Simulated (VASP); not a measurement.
A run of VASP 6.6.1 is set up as follows.

INCAR

```
SYSTEM = WS2
PREC     = Accurate       ! precision mode
ENCUT    = 520            ! plane-wave cutoff, eV
EDIFF    = 1E-6           ! SCF threshold, eV
ISMEAR   = 0              ! smearing method
SIGMA    = 0.02           ! smearing width, eV
LREAL    = .FALSE.        ! projectors in reciprocal space
LASPH    = .TRUE.         ! aspherical terms in the spheres
NELM     = 100            ! most SCF steps
ALGO     = Normal         ! electronic algorithm
ISIF     = 2              ! what is computed and relaxed
LWAVE    = .FALSE.        ! write WAVECAR
LCHARG   = .TRUE.         ! write CHGCAR
GGA      = PS             ! functional
IVDW     = 12             ! dispersion correction
LELF     = .TRUE.         ! ELF
LVHAR    = .TRUE.       
NBANDS   = 35             ! bands
```

Contents of KPOINTS:

```
Automatic mesh
0
G
  12 12 4
  0 0 0
```

The input POSCAR:

```
WS2
1.0
    3.2080291451      0.0000000000      0.0000000000
   -1.6040145725      2.7782347357      0.0000000000
    0.0000000000      0.0000000000     11.6624267900
W S
2 4
Direct
    0.3333333333      0.6666666667      0.7500000000
    0.6666666667      0.3333333333      0.2500000000
    0.3333333333      0.6666666667      0.1180800186
    0.6666666667      0.3333333333      0.6180800186
    0.3333333333      0.6666666667      0.3819199814
    0.6666666667      0.3333333333      0.8819199814
```

Potentials or basis: VASP PAW PBE potentials, release 64 (W_sv, S).

Command:

```bash
$ cat potpaw_PBE.64/W_sv/POTCAR potpaw_PBE.64/S/POTCAR > POTCAR
$ mpirun -np 1 vasp_std > vasp.out
```

(1) What does it give for the largest force?

(2) Estimate the band gap on the k mesh.

(3) Estimate the dispersion energy per atom.

(4) Predict the pressure.

Answers

(1) 0.017 eV/Å.

(2) 0.66 eV, indirect (least direct gap 1.53 eV).

(3) -0.396 eV.

(4) -5.7 GPa.

Caveat: the cell differs from its parent crystal (biaxial strain in the a-b plane: +3.0 %, then relaxed in part); the PAW data sets were made with another functional, which shifts forces and pressure a little; spin-orbit coupling is left out, which moves the levels of the heavy elements.
